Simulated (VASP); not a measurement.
# Si16N in VASP: single point with PBE

Aim: the single point of Si16N with PBE.

All numbers are computed with VASP 6.6.1; they aren't measurements. Logs are shortened: lines on timing, memory, paths and dates and some standing lists are left out, and cuts for length are marked.

### 1 The cell of the first run

The cell holds a slab with vacuum, 17 atoms: a = 7.702 Å, b = 6.365 Å, c = 19.753 Å, α = 90.00°, β = 90.00°, γ = 90.00°.

### 2 Single point, PBE, collinear spin, ferromagnetic start

Contents of INCAR:

```
SYSTEM = Si16N
PREC     = Accurate       ! precision mode
ENCUT    = 520            ! plane-wave cutoff, eV
EDIFF    = 1E-6           ! SCF threshold, eV
ISMEAR   = 0              ! smearing method
SIGMA    = 0.05           ! smearing width, eV
LREAL    = Auto         
LASPH    = .TRUE.         ! aspherical terms in the spheres
NELM     = 150            ! most SCF steps
ALGO     = Normal         ! electronic algorithm
ISIF     = 2              ! what is computed and relaxed
LWAVE    = .FALSE.        ! write WAVECAR
LCHARG   = .FALSE.        ! write CHGCAR
ISPIN    = 2              ! spin polarisation
MAGMOM   = 0 0 0 0 0 0 0 0 0 0 0 0 0 0 0 0 3 ! initial moments
LORBIT   = 11             ! projections on sites
LDIPOL   = .TRUE.       
IDIPOL   = 3            
DIPOL    = 0.5 0.5 0.324
GGA      = PE             ! functional
NBANDS   = 52             ! bands
```

Contents of KPOINTS:

```
regular mesh
0
G
  4 4 1
  0 0 0
```

Contents of POSCAR:

```
Si16N
1.0
    7.7021644573      0.0000000000      0.0000000000
    0.0000000000      6.3646810416      0.0000000000
    0.0000000000      0.0000000000     19.7525435307
Si N
16 1
Direct
    0.0000000000      0.9370679285      0.2025055656
    0.5000000000      0.9370679285      0.2025055656
    0.0000000000      0.5629320715      0.2025055656
    0.5000000000      0.5629320715      0.2025055656
    0.2500000000      0.4370679285      0.2587875163
    0.7500000000      0.4370679285      0.2587875163
    0.2500000000      0.0629320715      0.2587875163
    0.7500000000      0.0629320715      0.2587875163
    0.2500000000      0.9333044702      0.3720589481
    0.7500000000      0.9333044702      0.3720589481
    0.2500000000      0.5666955298      0.3720589481
    0.7500000000      0.5666955298      0.3720589481
    0.0000000000      0.4259907582      0.4177964989
    0.5000000000      0.4259907582      0.4177964989
    0.0000000000      0.0740092418      0.4177964989
    0.5000000000      0.0740092418      0.4177964989
    0.0000000000      0.4259907582      0.5056674163
```

Potentials or basis: VASP PAW PBE potentials, release 64 (Si, N).

On the command line:

```sh
> cat potpaw_PBE.64/Si/POTCAR potpaw_PBE.64/N/POTCAR > POTCAR
> mpirun -np 1 vasp_std > vasp.out
```

OUTCAR:

```text
SYSTEM = Si16N
   PREC = Accurate
   ENCUT = 520
   EDIFF = 1E-6
   ISMEAR = 0
   LREAL = Auto
   LASPH = .TRUE.
   NELM = 150
   ISIF = 2
   ISPIN = 2
   LORBIT = 11
   GGA = PE

 ion  position               nearest neighbor table
   1  0.000  0.937  0.203-   7 2.36   8 2.36   3 2.38
   2  0.500  0.937  0.203-   7 2.36   8 2.36   4 2.38
   3  0.000  0.563  0.203-   5 2.36   6 2.36   1 2.38
   4  0.500  0.563  0.203-   5 2.36   6 2.36   2 2.38
   5  0.250  0.437  0.259-   3 2.36   4 2.36   7 2.38  11 2.38
   6  0.750  0.437  0.259-   3 2.36   4 2.36   8 2.38  12 2.38
   7  0.250  0.063  0.259-   1 2.36   2 2.36   5 2.38   9 2.38
   8  0.750  0.063  0.259-   1 2.36   2 2.36   6 2.38  10 2.38
   9  0.250  0.933  0.372-  15 2.31  16 2.31  11 2.33   7 2.38
  10  0.750  0.933  0.372-  15 2.31  16 2.31  12 2.33   8 2.38
  11  0.250  0.567  0.372-  13 2.31  14 2.31   9 2.33   5 2.38
  12  0.750  0.567  0.372-  13 2.31  14 2.31  10 2.33   6 2.38
  13  0.000  0.426  0.418-  17 1.74  15 2.24  11 2.31  12 2.31
  14  0.500  0.426  0.418-  16 2.24  12 2.31  11 2.31
  15  0.000  0.074  0.418-  13 2.24  10 2.31   9 2.31
  16  0.500  0.074  0.418-  14 2.24  10 2.31   9 2.31
  17  0.000  0.426  0.506-  13 1.74

  LATTYP: Found a simple orthorhombic cell.
 ALAT       =     6.3646810416
 B/A-ratio  =     1.2101414677
 C/A-ratio  =     3.1034616506

  Lattice vectors:

 A1 = (   0.0000000000,  -6.3646810416,   0.0000000000)
 A2 = (   7.7021644573,   0.0000000000,   0.0000000000)
 A3 = (   0.0000000000,   0.0000000000,  19.7525435307)

Analysis of symmetry for initial positions (statically):
=====================================================================
 Subroutine PRICEL returns:
 Original cell was already a primitive cell.

 Routine SETGRP: Setting up the symmetry group for a
 simple orthorhombic supercell.

 Subroutine GETGRP returns: Found  2 space group operations
 (whereof  2 operations were pure point group operations)
 out of a pool of  8 trial point group operations.

The static configuration has the point symmetry C_1h.

Analysis of symmetry for dynamics (positions and initial velocities):
=====================================================================
 Subroutine PRICEL returns:
 Original cell was already a primitive cell.

 Routine SETGRP: Setting up the symmetry group for a
 simple orthorhombic supercell.

 Subroutine GETGRP returns: Found  2 space group operations
 (whereof  2 operations were pure point group operations)
 out of a pool of  8 trial point group operations.

The dynamic configuration has the point symmetry C_1h.

Analysis of structural, dynamic, and magnetic symmetry:
=====================================================================
 Subroutine PRICEL returns:
 Original cell was already a primitive cell.

 Routine SETGRP: Setting up the symmetry group for a
 simple orthorhombic supercell.

 Subroutine GETGRP returns: Found  2 space group operations
 (whereof  2 operations were pure point group operations)
 out of a pool of  8 trial point group operations.

The overall configuration has the point symmetry C_1h.

 Subroutine INISYM returns: Found  2 space group operations
 (whereof  2 operations are pure point group operations),
 and found     1 'primitive' translations

----------------------------------------------------------------------------------------

                                     Primitive cell

  volume of cell :     968.3056

  direct lattice vectors                    reciprocal lattice vectors
     7.702164457  0.000000000  0.000000000     0.129833634  0.000000000  0.000000000
     0.000000000  6.364681042  0.000000000     0.000000000  0.157117064  0.000000000
     0.000000000  0.000000000 19.752543531     0.000000000  0.000000000  0.050626391

  length of vectors
     7.702164457  6.364681042 19.752543531     0.129833634  0.157117064  0.050626391

  position of ions in fractional coordinates (direct lattice)
     0.000000000  0.937067928  0.202505566
     0.500000000  0.937067928  0.202505566
     0.000000000  0.562932072  0.202505566
     0.500000000  0.562932072  0.202505566
     0.250000000  0.437067928  0.258787516
     0.750000000  0.437067928  0.258787516
[... 9 lines left out ...]
     0.500000000  0.074009242  0.417796499
     0.000000000  0.425990758  0.505667416

  ion indices of the primitive-cell ions
   primitive index   ion index
                 1           1
                 2           2
[... 68 lines left out ...]
   LASPH  =      T    aspherical Exc in radial PAW
   ENCUT  =  520.0 eV  38.22 Ry    6.18 a.u.  14.32 11.83 36.73*2*pi/ulx,y,z
   NELM   =    150;   NELMIN=  2; NELMDL= -5     # of ELM steps
   EDIFF  = 0.1E-05   stopping-criterion for ELM
   LREAL  =      T    real-space projection
   EDIFFG = 0.1E-04   stopping-criterion for IOM
   NSW    =      0    number of steps for IOM
   IBRION =     -1    ionic relax: 0-MD 1-quasi-New 2-CG
   NFREE  =      0    steps in history (QN), initial steepest desc. (CG)
   ISIF   =      2    stress and relaxation
   ISYM   =      2    0-nonsym 1-usesym 2-fastsym
   POTIM  = 0.5000    time-step for ionic-motion
   TEBEG  =    0.0;   TEEND  =   0.0 temperature during run
   PSTRESS=    0.0 pullay stress
   NELECT =      69.0000    total number of electrons
   NUPDOWN=      -1.0000    fix difference up-down
   EMIN   =  10.00;   EMAX   =-10.00  energy-range for DOS
   EFERMI =   0.00;   METHOD = LEGACY
   ISMEAR =     0;   SIGMA  =   0.05  broadening in eV -4-tet -1-fermi 0-gaus
   EFERMI_NEDOS =   21; number of points for ismear=-14 and -15
   IALGO  =     38    algorithm
   IMIX   =      4    mixing-type and parameters
     AMIX     =   0.40;   BMIX     =  1.00
     AMIX_MAG =   1.60;   BMIX_MAG =  1.00
  volume/ion in A,a.u.               =      56.96       384.38
  Fermi-wavevector in a.u.,A,eV,Ry     =   0.678714  1.282584  6.267567  0.460653
  Thomas-Fermi vector in A             =   1.756699
   LORBIT       =     11    0 simple, 1 ext, 2 COOP (PROOUT), +10 PAW based schemes
   GGA     = PE    functional components
   LHFCALC =     F    Hartree Fock is set to
   AEXX    =    0.0000 exact exchange contribution
   IVDW    =     0    specifies the selected vdW correction
   LEPSILON=     F    determine dielectric tensor
   LRPA    =     F    only Hartree local field effects (RPA)
 spin polarized calculation
 Gauss-broadening in eV      SIGMA  =   0.05
  energy-cutoff  :      520.00
  volume of cell :      968.31
 maximum number of plane-waves:     26115
 NGX is ok and might be reduce to    60
   NGX = 29   NGY = 23   NGZ = 73

 dipolmoment           0.000000      0.000000     -0.256806 electrons x Angstroem

 number of electron      68.9999999 magnetization       0.1183426

 number of electron      68.9999999 magnetization      -1.3202221

 dipolmoment           0.000000      0.000000      0.279812 electrons x Angstroem

 Free energy of the ion-electron system (eV)
  ---------------------------------------------------
  ext. energy  EPLUGINS =         0.00000000
  ---------------------------------------------------
  free energy    TOTEN  =       -84.56334661 eV

  energy without entropy =      -84.55858461  energy(sigma->0) =      -84.56096561

 E-fermi :  -1.4853     XC(G=0):  -4.0162

 val. band max:       -1.5056227931   @ k =   0.2500   0.5000   0.0000
 cond. band min:      -1.4564655524   @ k =   0.2500   0.5000   0.0000
 fundamental gap:      0.0491572407
 Fermi energy:        -1.4852694383

 spin component 1

 k-point     1 :       0.0000    0.0000    0.0000
  band No.  band energies     occupation
      1     -14.5062      1.00000
      2     -12.8642      1.00000
      3     -11.6242      1.00000
      4     -11.3530      1.00000
      5     -10.7028      1.00000
      6     -10.1944      1.00000
[... 430 lines left out ...]
     45       1.8923      0.00000
     46       1.9707      0.00000
 Fermi energy:        -1.4852694383

 spin component 2

 k-point     1 :       0.0000    0.0000    0.0000
  band No.  band energies     occupation
      1     -16.0097      1.00000
      2     -12.9438      1.00000
      3     -11.6631      1.00000
      4     -11.3727      1.00000
      5     -10.6964      1.00000
      6     -10.2896      1.00000
[... 430 lines left out ...]
     45       1.8685      0.00000
     46       1.9694      0.00000
 [bands above 46 left out]

------------------------ aborting loop because EDIFF is reached ----------------------------------------

 vacuum level on the upper side and lower side of the slab       (xc-potential included)         0.256        -0.823

  FORCE on cell =-STRESS in cart. coord.  units (eV):
  Direction    XX          YY          ZZ          XY          YZ          ZX
  --------------------------------------------------------------------------------------
  -------------------------------------------------------------------------------------
  Total        3.4547973     -0.2909893     -2.3438806      0.0000000     -0.8837814      0.0000000
  in kB        5.7163747     -0.4814766     -3.8782304      0.0000000     -1.4623220      0.0000000
  external PRESSURE =       0.4522226 kB  Pullay stress =       0.0000000 kB

 VOLUME and BASIS-vectors are now :
 -----------------------------------------------------------------------------
  energy-cutoff  :      520.00
  volume of cell :      968.31
      direct lattice vectors                 reciprocal lattice vectors
     7.702164457  0.000000000  0.000000000     0.129833634  0.000000000  0.000000000
     0.000000000  6.364681042  0.000000000     0.000000000  0.157117064  0.000000000
     0.000000000  0.000000000 19.752543531     0.000000000  0.000000000  0.050626391

 POSITION                                       TOTAL-FORCE (eV/Angst)
 -----------------------------------------------------------------------------------
      0.00000      5.96414      4.00000         0.000000     -0.825831      0.632318
      3.85108      5.96414      4.00000         0.000000     -0.604554      0.571127
      0.00000      3.58288      4.00000         0.000000      0.807072      0.626713
      3.85108      3.58288      4.00000         0.000000      0.568057      0.566456
      1.92554      2.78180      5.11171         0.080125      0.028362     -0.567213
      5.77662      2.78180      5.11171        -0.080125      0.028362     -0.567213
[... 9 lines left out ...]
      3.85108      0.47105      8.25254         0.000000      0.098931     -0.017134
      0.00000      2.71130      9.98822         0.000000     -0.313188      0.049596
 -----------------------------------------------------------------------------------
    total drift:                               -0.000000      0.000354     -0.030234

  FREE ENERGIE OF THE ION-ELECTRON SYSTEM (eV)
  ---------------------------------------------------
  free  energy   TOTEN  =       -84.5633466088 eV

  energy  without entropy=      -84.5585846077  energy(sigma->0) =      -84.56096561

 vacuum level on the upper side and lower side of the slab         4.079         2.988

 total charge

# of ion       s       p       d       tot
------------------------------------------
    1        0.792   0.836   0.000   1.628
    2        0.795   0.833   0.000   1.629
    3        0.793   0.836   0.000   1.629
    4        0.792   0.837   0.000   1.629
    5        0.760   0.894   0.000   1.653
    6        0.760   0.894   0.000   1.653
[... 9 lines left out ...]
   16        0.784   0.898   0.000   1.683
   17        1.333   2.151   0.000   3.485
--------------------------------------------------
tot         13.708  16.454   0.000  30.161

 magnetization (x)

# of ion       s       p       d       tot
------------------------------------------
    1        0.006   0.034   0.000   0.039
    2       -0.011  -0.069   0.000  -0.080
    3       -0.003  -0.026   0.000  -0.029
    4        0.010   0.050   0.000   0.059
    5       -0.000  -0.003   0.000  -0.003
    6       -0.000  -0.003   0.000  -0.003
[... 9 lines left out ...]
   16       -0.001  -0.021   0.000  -0.022
   17       -0.020  -0.875   0.000  -0.895
--------------------------------------------------
tot         -0.019  -0.870   0.000  -0.889
```

Wall time 88 min (1 thread of Oxide Virtual Turin-like, shared host); peak memory 1.4 GiB.

What came out:

```
Free energy                                           : -84.5633 eV
Largest force                                         : 1.040 eV/Å
Net moment                                            : -1.32 μB per cell
Site moments                                          : Si +0.04, -0.08, -0.03, +0.06, -0.00, +0.01, -0.01, +0.03, +0.07, -0.02 (each value once); N -0.90 μB
Valence electrons inside the program's atomic spheres : Si 1.63, 1.65, 1.69, 1.70, 1.75, 1.68 (each value once); N 3.48
```

Forces in eV/Å, atoms in the order of the input:
```
Si   0.000 -0.826  0.632
Si   0.000 -0.605  0.571
Si   0.000  0.807  0.627
Si   0.000  0.568  0.566
Si   0.080  0.028 -0.567
Si  -0.080  0.028 -0.567
Si  -0.012  0.029 -0.589
Si   0.012  0.029 -0.589
Si  -0.032 -0.033  0.064
Si   0.032 -0.033  0.064
Si   0.204  0.151 -0.358
Si  -0.204  0.151 -0.358
Si   0.000  0.563  0.501
Si   0.000 -0.108 -0.047
Si   0.000 -0.536  0.018
Si   0.000  0.099 -0.017
N    0.000 -0.313  0.050
```
